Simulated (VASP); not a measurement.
# Pt (I4/mmm) in VASP: a series of runs

Runs on Pt. Level: PBEsol. Tasks: single point.

Program: VASP 6.6.1. These are calculated values, not measurements. Logs are shortened: lines on timing, memory, paths and dates and some standing lists are left out, and cuts for length are marked.

**1. The cell of the first run**

Symmetry: I4/mmm, No. 139, tetragonal system. The conventional cell has a = 2.769 Å, b = 2.769 Å, c = 4.014 Å, α = 90.00°, β = 90.00°, γ = 90.00°. Within 3.6 Å of Pt (site symmetry 4/mmm) lie 12 Pt at 2.77 to 2.80 Å.

**2. Single point, PBEsol (strain +0.000 along x and y, +0.025 along z)**

Contents of INCAR:

```
ALGO = Fast ; EDIFF = 1E-6
ENCUT = 520 ; GGA = PS
ISIF = 2 ; ISMEAR = 0
LASPH = T ; LCHARG = F
LREAL = F ; LWAVE = F
NBANDS = 11 ; NELM = 60
PREC = Accurate ; SIGMA = 0.15
```

Contents of KPOINTS:

```
k-points
0
Gamma
  20 20 20
```

Contents of POSCAR:

```
Pt
1.0
    0.0000000000      1.9579000000      2.0068475000
    1.9579000000      0.0000000000      2.0068475000
    1.9579000000      1.9579000000      0.0000000000
Pt
1
Direct
    0.0000000000      0.0000000000      0.0000000000
```

Potentials or basis: VASP PAW PBE potentials, release 64 (Pt).

Run with:

```
$ cat potpaw_PBE.64/Pt/POTCAR > POTCAR
$ mpirun -np 1 vasp_std > vasp.out
```

OUTCAR:

```text
EDIFF = 1E-6
   ENCUT = 520
   GGA = PS
   ISIF = 2
   ISMEAR = 0
   LASPH = T
   LREAL = F
   NELM = 60
   PREC = Accurate

 ion  position               nearest neighbor table
   1  0.000  0.000  0.000-

  LATTYP: Found a body centered tetragonal cell.
 ALAT       =     2.7688887338
 C/A-ratio  =     1.4495689014

  Lattice vectors:

 A1 = (  -1.9579000000,   0.0000000000,   2.0068475000)
 A2 = (   1.9579000000,   0.0000000000,   2.0068475000)
 A3 = (   0.0000000000,   1.9579000000,  -2.0068475000)

Analysis of symmetry for initial positions (statically):
=====================================================================
 Subroutine PRICEL returns:
 Original cell was already a primitive cell.

 Routine SETGRP: Setting up the symmetry group for a
 body centered tetragonal supercell.

 Subroutine GETGRP returns: Found 16 space group operations
 (whereof 16 operations were pure point group operations)
 out of a pool of 16 trial point group operations.

The static configuration has the point symmetry D_4h.

Analysis of symmetry for dynamics (positions and initial velocities):
=====================================================================
 Subroutine PRICEL returns:
 Original cell was already a primitive cell.

 Routine SETGRP: Setting up the symmetry group for a
 body centered tetragonal supercell.

 Subroutine GETGRP returns: Found 16 space group operations
 (whereof 16 operations were pure point group operations)
 out of a pool of 16 trial point group operations.

The dynamic configuration has the point symmetry D_4h.

 Subroutine INISYM returns: Found 16 space group operations
 (whereof 16 operations are pure point group operations),
 and found     1 'primitive' translations

----------------------------------------------------------------------------------------

                                     Primitive cell

  volume of cell :      15.3860

  direct lattice vectors                    reciprocal lattice vectors
     0.000000000  1.957900000  2.006847500    -0.255375658  0.255375658  0.249146983
     1.957900000  0.000000000  2.006847500     0.255375658 -0.255375658  0.249146983
     1.957900000  1.957900000  0.000000000     0.255375658  0.255375658 -0.249146983

  length of vectors
     2.803713484  2.803713484  2.768888734     0.438756962  0.438756962  0.438756962

  position of ions in fractional coordinates (direct lattice)
     0.000000000  0.000000000  0.000000000

  ion indices of the primitive-cell ions
   primitive index   ion index
                 1           1

----------------------------------------------------------------------------------------

 KPOINTS: k-points

Automatic generation of k-mesh.
 Grid dimensions read from file:
 generate k-points for:   20   20   20

 Generating k-lattice:

  Cartesian coordinates                     Fractional coordinates (reciprocal lattice)
    -0.012768783  0.012768783  0.012457349     0.050000000  0.000000000  0.000000000
     0.012768783 -0.012768783  0.012457349     0.000000000  0.050000000  0.000000000
     0.012768783  0.012768783 -0.012457349    -0.000000000 -0.000000000  0.050000000

  Length of vectors
     0.021937848  0.021937848  0.021937848

  Shift w.r.t. Gamma in fractional coordinates (k-lattice)
     0.000000000  0.000000000  0.000000000

 Subroutine IBZKPT returns following result:
 ===========================================

 Found    641 irreducible k-points:

 Following reciprocal coordinates:
            Coordinates               Weight
  0.000000  0.000000  0.000000      1.000000
  0.050000 -0.000000  0.000000      8.000000
  0.100000 -0.000000  0.000000      8.000000
  0.150000 -0.000000  0.000000      8.000000
  0.200000 -0.000000  0.000000      8.000000
  0.250000 -0.000000  0.000000      8.000000
[... 16 lines left out ...]
 -0.400000  0.050000  0.000000      8.000000
 -0.350000  0.050000  0.000000      8.000000
 [... further k-points ...]
   k-points           NKPTS =    641   k-points in BZ     NKDIM =    641   number of bands    NBANDS=     11
   number of dos      NEDOS =    301   number of ions     NIONS =      1
   total plane-waves  NPLWV =  13824
   dimension x,y,z NGX =    24 NGY =   24 NGZ =   24
   dimension x,y,z NGXF=    48 NGYF=   48 NGZF=   48
   ions per type =               1
   NGX,Y,Z   is equivalent  to a cutoff of  14.23, 14.23, 14.41 a.u.
   NGXF,Y,Z  is equivalent  to a cutoff of  28.46, 28.46, 28.82 a.u.
 SYSTEM =  unknown system
   PREC   = accura    normal or accurate (medium, high low for compatibility)
   ISTART =      0    job   : 0-new  1-cont  2-samecut
   ICHARG =      2    charge: 1-file 2-atom 10-const
   ISPIN  =      1    spin polarized calculation?
   LNONCOLLINEAR =      F non collinear calculations
   LSORBIT =      F    spin-orbit coupling
   LASPH  =      T    aspherical Exc in radial PAW
   ENCUT  =  520.0 eV  38.22 Ry    6.18 a.u.   5.21  5.21  5.15*2*pi/ulx,y,z
   NELM   =     60;   NELMIN=  2; NELMDL= -5     # of ELM steps
   EDIFF  = 0.1E-05   stopping-criterion for ELM
   LREAL  =      F    real-space projection
   EDIFFG = 0.1E-04   stopping-criterion for IOM
   NSW    =      0    number of steps for IOM
   IBRION =     -1    ionic relax: 0-MD 1-quasi-New 2-CG
   NFREE  =      0    steps in history (QN), initial steepest desc. (CG)
   ISIF   =      2    stress and relaxation
   ISYM   =      2    0-nonsym 1-usesym 2-fastsym
   POTIM  = 0.5000    time-step for ionic-motion
   TEBEG  =    0.0;   TEEND  =   0.0 temperature during run
   PSTRESS=    0.0 pullay stress
   NELECT =      10.0000    total number of electrons
   NUPDOWN=      -1.0000    fix difference up-down
   EMIN   =  10.00;   EMAX   =-10.00  energy-range for DOS
   EFERMI =   0.00;   METHOD = LEGACY
   ISMEAR =     0;   SIGMA  =   0.15  broadening in eV -4-tet -1-fermi 0-gaus
   EFERMI_NEDOS =   21; number of points for ismear=-14 and -15
   IALGO  =     68    algorithm
   IMIX   =      4    mixing-type and parameters
     AMIX     =   0.40;   BMIX     =  1.00
     AMIX_MAG =   1.60;   BMIX_MAG =  1.00
  volume/ion in A,a.u.               =      15.39       103.83
  Fermi-wavevector in a.u.,A,eV,Ry     =   1.418077  2.679776 27.360518  2.010941
  Thomas-Fermi vector in A             =   2.539240
   LORBIT       =      0    0 simple, 1 ext, 2 COOP (PROOUT), +10 PAW based schemes
   GGA     = PS    functional components
   LHFCALC =     F    Hartree Fock is set to
   AEXX    =    0.0000 exact exchange contribution
   IVDW    =     0    specifies the selected vdW correction
   LEPSILON=     F    determine dielectric tensor
   LRPA    =     F    only Hartree local field effects (RPA)
 non-spin polarized calculation
 RMM-DIIS sequential band-by-band and
 Gauss-broadening in eV      SIGMA  =   0.15
  energy-cutoff  :      520.00
  volume of cell :       15.39
 maximum number of plane-waves:       431
 NGX is ok and might be reduce to    24
   NGX = 11   NGY = 11   NGZ = 11

 number of electron      10.0000000 magnetization

 Free energy of the ion-electron system (eV)
  ---------------------------------------------------
  ext. energy  EPLUGINS =         0.00000000
  ---------------------------------------------------
  free energy    TOTEN  =        -6.96514837 eV

  energy without entropy =       -6.94469751  energy(sigma->0) =       -6.95492294

 E-fermi :  10.7183     XC(G=0): -13.5094

 val. band max:       10.7177613202   @ k =   0.4500   0.0000   0.0500
 cond. band min:      10.7185161679   @ k =   0.5000   0.1000   0.0000
 fundamental gap:      0.0007548477
 Fermi energy:        10.7182631506

 k-point     1 :       0.0000    0.0000    0.0000
  band No.  band energies     occupation
      1       0.6435      2.00000
      2       6.8434      2.00000
      3       7.1323      2.00000
      4       7.1323      2.00000
      5       8.9685      2.00000
      6       9.3064      2.00000
      7      25.4022      0.00000
      8      29.8319      0.00000
      9      30.4420      0.00000
     10      30.4420      0.00000
     11      35.4758      0.00000

 k-point     2 :       0.0500   -0.0000    0.0000
  band No.  band energies     occupation
      1       0.7425      2.00000
      2       6.8533      2.00000
      3       7.1174      2.00000
      4       7.1718      2.00000
      5       8.9500      2.00000
      6       9.2804      2.00000
      7      25.5553      0.00000
      8      29.5814      0.00000
      9      30.2806      0.00000
     10      30.5934      0.00000
     11      36.0874      0.00000

 k-point     3 :       0.1000   -0.0000    0.0000
  band No.  band energies     occupation
      1       1.0329      2.00000
      2       6.8200      2.00000
      3       7.1375      2.00000
      4       7.2793      2.00000
      5       8.9108      2.00000
      6       9.2168      2.00000
      7      25.9796      0.00000
      8      28.4532      0.00000
      9      30.6236      0.00000
     10      31.0349      0.00000
     11      36.9734      0.00000

 k-point     4 :       0.1500   -0.0000    0.0000
  band No.  band energies     occupation
      1       1.4909      2.00000
      2       6.7077      2.00000
      3       7.2294      2.00000
      4       7.4187      2.00000
      5       8.9026      2.00000
      6       9.1609      2.00000
      7      26.5427      0.00000
      8      27.0524      0.00000
      9      31.2975      0.00000
     10      31.7267      0.00000
     11      35.8251      0.00000
[... 239 lines left out ...]
 k-point    22 :      -0.4500    0.0500    0.0000
  band No.  band energies     occupation
      1       3.6336      2.00000
      2       6.8015      2.00000
      3       7.1845      2.00000
      4       9.4752      2.00000
      5      10.5818      1.80163
      6      11.4718      0.00000
      7      16.6179      0.00000
      8      25.0821      0.00000
      9      28.9647      0.00000
     10      29.9478      0.00000
     11      38.0397      0.00000

 k-point    23 :      -0.4000    0.0500    0.0000
  band No.  band energies     occupation
      1       3.6253      2.00000
      2       6.8727      2.00000
      3       7.2353      2.00000
      4       8.8172      2.00000
      5      10.3142      1.99986
      6      11.0911      0.00044
      7      17.8704      0.00000
      8      25.3269      0.00000
      9      29.2440      0.00000
     10      30.6900      0.00000
     11      37.0455      0.00000

 k-point    24 :      -0.3500    0.0500    0.0000
  band No.  band energies     occupation
      1       3.5630      2.00000
      2       6.9786      2.00000
      3       7.3321      2.00000
      4       7.9185      2.00000
      5       9.9438      2.00000
      6      10.6373      1.55496
      7      19.5971      0.00000
      8      25.7740      0.00000
      9      29.8983      0.00000
     10      31.8139      0.00000
     11      35.6744      0.00000

 [... further k-points ...]
[... 5 lines left out ...]
  --------------------------------------------------------------------------------------
  -------------------------------------------------------------------------------------
  Total       -0.5384435     -0.5384435     -0.7847322      0.0000000      0.0000000      0.0000000
  in kB      -56.0693281    -56.0693281    -81.7159251      0.0000000      0.0000000      0.0000000
  external PRESSURE =     -64.6181937 kB  Pullay stress =       0.0000000 kB

 VOLUME and BASIS-vectors are now :
 -----------------------------------------------------------------------------
  energy-cutoff  :      520.00
  volume of cell :       15.39
      direct lattice vectors                 reciprocal lattice vectors
     0.000000000  1.957900000  2.006847500    -0.255375658  0.255375658  0.249146983
     1.957900000  0.000000000  2.006847500     0.255375658 -0.255375658  0.249146983
     1.957900000  1.957900000  0.000000000     0.255375658  0.255375658 -0.249146983

 POSITION                                       TOTAL-FORCE (eV/Angst)
 -----------------------------------------------------------------------------------
      0.00000      0.00000      0.00000         0.000000     -0.000000      0.000000
 -----------------------------------------------------------------------------------
    total drift:                               -0.000000      0.000000      0.000000

  FREE ENERGIE OF THE ION-ELECTRON SYSTEM (eV)
  ---------------------------------------------------
  free  energy   TOTEN  =        -6.9651483748 eV

  energy  without entropy=       -6.9446975142  energy(sigma->0) =       -6.95492294
```

Wall time 33 s (1 thread of Intel Xeon 6975P-C (Granite Rapids), shared host); peak memory 0.23 GiB.

What came out:

```
Free energy            : -6.9651 eV
Pressure               : -6.5 GPa
Band gap on the k mesh : zero (band 5 reaches 11.32 eV, above the bottom of band 6 at 9.04 eV)
```

Stress tensor (GPa, compression positive):
```
-5.61  0.00  0.00
 0.00 -5.61  0.00
 0.00  0.00 -8.17
```

Caveat: the cell differs from its parent crystal (strain +0.000 along x and y, +0.025 along z); the PAW data sets were made with another functional, which shifts forces and pressure a little; spin-orbit coupling is left out, which moves the levels of the heavy elements.

**3. Single point, PBEsol (strain +0.000 along x and y, +0.050 along z)**

Contents of INCAR:

```
SYSTEM = Pt
PREC = Accurate
ENCUT = 520
EDIFF = 1E-7
ISMEAR = 0
SIGMA = 0.15
LREAL = .False.
LASPH = .True.
NELM = 100
ALGO = Normal
ISIF = 2
LWAVE = .False.
LCHARG = .True.
GGA = PS
LELF = .True.
LVHAR = .True.
NBANDS = 11
```

Contents of KPOINTS:

```
regular mesh
0
Gamma
  20 20 20
  0 0 0
```

Contents of POSCAR:

```
Pt
1.0
    0.0000000000      1.9579000000      2.0557950000
    1.9579000000      0.0000000000      2.0557950000
    1.9579000000      1.9579000000      0.0000000000
Pt
1
Direct
    0.0000000000      0.0000000000      0.0000000000
```

Potentials or basis: VASP PAW PBE potentials, release 64 (Pt).

Run with:

```
$ cat potpaw_PBE.64/Pt/POTCAR > POTCAR
$ mpirun -np 1 vasp_std > vasp.out
```

Wall time 30 s (1 thread of Intel Xeon 6975P-C (Granite Rapids), shared host); peak memory 0.23 GiB.

It converged, with:

```
Free energy            : -6.9379 eV
Pressure               : -11.9 GPa
Band gap on the k mesh : zero (band 5 reaches 10.96 eV, above the bottom of band 6 at 8.67 eV)
```

Stress tensor (GPa, compression positive):
```
-10.33   0.00   0.00
  0.00 -10.33   0.00
  0.00   0.00 -15.15
```

Levels at points of the mesh, in eV from the Fermi level:
| k point | band 2 | band 3 | band 4 | band 5 | band 6 | band 7 | band 8 | band 9 |
| --- | --- | --- | --- | --- | --- | --- | --- | --- |
| (0.00, 0.00, 0.00) | -3.90 | -3.34 | -3.34 | -1.85 | -1.20 | 14.78 | 18.70 | 19.83 |
| (0.50, 0.00, 0.00) | -3.84 | -3.32 | -0.36 | -0.08 | 0.16 | 5.50 | 14.20 | 18.25 |
| (0.50, 0.50, 0.00) | -6.20 | 0.06 | 0.43 | 0.43 | 1.22 | 7.57 | 11.79 | 11.79 |
| (0.50, 0.00, 0.50) | -6.17 | -0.03 | 0.22 | 0.70 | 2.11 | 8.79 | 10.80 | 11.06 |

Caveat: the cell differs from its parent crystal (strain +0.000 along x and y, +0.050 along z); the PAW data sets were made with another functional, which shifts forces and pressure a little; spin-orbit coupling is left out, which moves the levels of the heavy elements.

**4. Single point, PBEsol (strain +0.025 along x and y, +0.050 along z)**

Contents of INCAR:

```
SYSTEM = Pt
  PREC = Accurate
  ENCUT = 520
  EDIFF = 1E-7
  ISMEAR = 0
  SIGMA = 0.15
  LREAL = .FALSE.
  LASPH = .TRUE.
  NELM = 60
  ALGO = Normal
  ISIF = 2
  LWAVE = .FALSE.
  LCHARG = .FALSE.
  GGA = PS
  NBANDS = 11
```

Contents of KPOINTS:

```
Automatic mesh
0
G
  20 20 20
  0 0 0
```

Contents of POSCAR:

```
Pt
1.0
    0.0000000000      2.0068475000      2.0557950000
    2.0068475000      0.0000000000      2.0557950000
    2.0068475000      2.0068475000      0.0000000000
Pt
1
Direct
    0.0000000000      0.0000000000      0.0000000000
```

Run with:

```
$ cat potpaw_PBE.64/Pt/POTCAR > POTCAR
$ mpirun -np 1 vasp_std > vasp.out
```

Wall time 32 s (1 thread of Intel Xeon 6975P-C (Granite Rapids), shared host); peak memory 0.23 GiB.

Results (log left out):

```yaml
Free_energy: -6.8589 eV
Pressure: -21.5 GPa
Band_gap_on_the_k_mesh: zero (band 5 reaches 9.90 eV, above the bottom of band 6 at 7.90 eV)
```

Stress tensor (GPa, compression positive):
```
-20.96   0.00   0.00
  0.00 -20.96   0.00
  0.00   0.00 -22.71
```

Levels at points of the mesh, in eV from the Fermi level:
| k point | band 1 | band 2 | band 3 | band 4 | band 5 | band 6 | band 7 | band 8 | band 9 | band 10 |
| --- | --- | --- | --- | --- | --- | --- | --- | --- | --- | --- |
| (0.00, 0.00, 0.00) | -9.28 | -3.43 | -3.18 | -3.18 | -1.55 | -1.26 | 14.84 | 18.93 | 19.44 | 19.44 |
| (0.50, 0.00, 0.00) | -6.44 | -3.43 | -3.18 | -0.17 | -0.03 | 0.08 | 5.13 | 14.34 | 18.05 | 18.52 |
| (0.50, 0.50, 0.00) | -6.16 | -5.73 | 0.02 | 0.39 | 0.39 | 1.61 | 7.49 | 11.31 | 11.31 | 19.19 |
| (0.50, 0.00, 0.50) | -6.12 | -5.72 | -0.01 | 0.30 | 0.51 | 2.04 | 8.06 | 10.84 | 10.94 | 18.87 |

Caveat: the cell differs from its parent crystal (strain +0.025 along x and y, +0.050 along z); the PAW data sets were made with another functional, which shifts forces and pressure a little; spin-orbit coupling is left out, which moves the levels of the heavy elements.

**5. Single point, PBEsol (strain +0.050 along x and y, +0.025 along z)**

Contents of INCAR:

```
SYSTEM = Pt
PREC = Accurate
ENCUT = 520
EDIFF = 1E-6
ISMEAR = 0
SIGMA = 0.15
LREAL = .False.
LASPH = .True.
NELM = 100
ALGO = Normal
ISIF = 2
LWAVE = .False.
LCHARG = .False.
GGA = PS
NBANDS = 11
```

Contents of KPOINTS:

```
Automatic mesh
0
Gamma
  20 20 20
  0 0 0
```

Contents of POSCAR:

```
Pt
1.0
    0.0000000000      2.0557950000      2.0068475000
    2.0557950000      0.0000000000      2.0068475000
    2.0557950000      2.0557950000      0.0000000000
Pt
1
Direct
    0.0000000000      0.0000000000      0.0000000000
```

Run with:

```
$ cat potpaw_PBE.64/Pt/POTCAR > POTCAR
$ mpirun -np 1 vasp_std > vasp.out
```

Run time: 29 s. Hardware: 1 thread of Intel Xeon 6975P-C (Granite Rapids), shared host; peak memory 0.24 GiB.

It converged, with:

```
Free energy            : -6.8004 eV
Pressure               : -25.2 GPa
Band gap on the k mesh : zero (band 5 reaches 9.44 eV, above the bottom of band 6 at 7.57 eV)
```

Stress tensor (GPa, compression positive):
```
-25.57   0.00   0.00
  0.00 -25.57   0.00
  0.00   0.00 -24.32
```

Levels at points of the mesh, in eV from the Fermi level:
| k point | band 1 | band 2 | band 3 | band 4 | band 5 | band 6 | band 7 | band 8 | band 9 | band 10 |
| --- | --- | --- | --- | --- | --- | --- | --- | --- | --- | --- |
| (0.00, 0.00, 0.00) | -9.03 | -3.21 | -3.21 | -2.98 | -1.48 | -1.21 | 14.88 | 19.00 | 19.00 | 19.50 |
| (0.50, 0.00, 0.00) | -6.22 | -3.29 | -3.05 | -0.07 | -0.04 | 0.08 | 4.97 | 14.37 | 17.84 | 18.36 |
| (0.50, 0.50, 0.00) | -5.87 | -5.50 | -0.01 | 0.39 | 0.39 | 2.23 | 8.01 | 10.67 | 10.67 | 18.46 |
| (0.50, 0.00, 0.50) | -5.91 | -5.50 | 0.00 | 0.28 | 0.47 | 1.81 | 7.45 | 11.05 | 11.14 | 18.81 |

Caveat: the cell differs from its parent crystal (strain +0.050 along x and y, +0.025 along z); the PAW data sets were made with another functional, which shifts forces and pressure a little; spin-orbit coupling is left out, which moves the levels of the heavy elements.

**6. The runs side by side**

```tsv
cell	gap on the mesh (eV)	pressure (GPa)
a = 2.804, b = 2.804, c = 2.769 Å, angles 60.4, 60.4, 59.2°, 1 atom	none	-6.5
a = 2.839, b = 2.839, c = 2.769 Å, angles 60.8, 60.8, 58.4°, 1 atom	none	-11.9
a = 2.873, b = 2.873, c = 2.838 Å, angles 60.4, 60.4, 59.2°, 1 atom	none	-21.5
a = 2.873, b = 2.873, c = 2.907 Å, angles 59.6, 59.6, 60.8°, 1 atom	none	-25.2
```

Alike in all rows: task single point; level PBEsol; potentials or basis VASP PAW PBE potentials, release 64 (Pt); no spin polarisation; k mesh 20 × 20 × 20; cutoff (eV) 520; smearing gaussian 0.15 eV.

Caveats: the PAW data sets were made with another functional, which shifts forces and pressure a little; spin-orbit coupling is left out, which moves the levels of the heavy elements.

Absolute energies hang on the potentials; compare differences alone.
